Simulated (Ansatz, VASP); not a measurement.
Si in VASP and in Ansatz

File INCAR:

```
SYSTEM = Si
PREC = Accurate ; ENCUT = 520
EDIFF = 1E-6 ; ISMEAR = 0
SIGMA = 0.03 ; LREAL = .False.
LASPH = .True. ; NELM = 80
ALGO = Normal ; ISIF = 2
LWAVE = .False. ; LCHARG = .True.
LELF = .True. ; LVHAR = .True.
NBANDS = 26
```

File KPOINTS:

```
regular mesh
0
Gamma
  10 10 3
  0 0 0
```

File POSCAR:

```
Si
1.0
   -3.8016851185      0.0000000000      0.0000000000
   -1.9008425592     -3.2923558898      0.0000000000
    0.0000000000      0.0000000000     12.5773876662
Si
8
Direct
    0.3333333333      0.3333333333      0.0315180230
    0.3333333333      0.3333333333      0.5315180230
    0.6666666667      0.6666666667      0.2815180230
    0.6666666667      0.6666666667      0.7815180230
    0.3333333333      0.3333333333      0.2184819770
    0.3333333333      0.3333333333      0.7184819770
    0.6666666667      0.6666666667      0.4684819770
    0.6666666667      0.6666666667      0.9684819770
```

Input for Ansatz:

```yaml
crystal:
  lattice:
    - [-3.8016851185, 0.0, 0.0]
    - [-1.9008425592, -3.2923558898, 0.0]
    - [0.0, 0.0, 12.5773876662]
  atoms:
    - { symbol: Si, position: [0.3333333333, 0.3333333333, 0.031518023] }
    - { symbol: Si, position: [0.3333333333, 0.3333333333, 0.531518023] }
    - { symbol: Si, position: [0.6666666667, 0.6666666667, 0.281518023] }
    - { symbol: Si, position: [0.6666666667, 0.6666666667, 0.781518023] }
    - { symbol: Si, position: [0.3333333333, 0.3333333333, 0.218481977] }
    - { symbol: Si, position: [0.3333333333, 0.3333333333, 0.718481977] }
    - { symbol: Si, position: [0.6666666667, 0.6666666667, 0.468481977] }
    - { symbol: Si, position: [0.6666666667, 0.6666666667, 0.968481977] }
basis:
  ecutwfc: 420
kpoints:
  mp_grid: { grid: [10, 10, 3] }
hamiltonian:
  xc: lda
  pseudopotentials: { kind: paw, azcp: { folder: soft_1 } }
scf:
  occupations: { method: gaussian, width: 0.03 }
output:
  forces: true
  stress: true
  eigenvalues: true
```

Alike in both runs: task single point; functional LDA; k mesh 10 × 10 × 3; occupations gaussian, width 0.03 eV; no spin polarisation.

|  | VASP | Ansatz |
| --- | --- | --- |
| version | VASP 6.6.1 | Ansatz 0.2.0 |
| potentials or method | VASP PAW LDA potentials, release 64 (Si), cutoff 520 eV | scalar-relativistic, plane waves, PAW |
| valence electrons in the cell | 32 | 32 |

|  | VASP | Ansatz | Ansatz less VASP |
| --- | --- | --- | --- |
| gap on the k mesh at the Fermi level (eV) | 0.27 | 0.27 | +0.004 |
| least direct gap on the mesh (eV) | 1.00 | 0.99 | -0.007 |
| pressure (GPa) | 0.1 | 0.0 | -0.06 |

Ansatz warns that its potentials were made for another functional, while VASP's fit it. LDA's correlation is that of Perdew and Zunger in VASP and of Perdew and Wang (1992) in Ansatz.
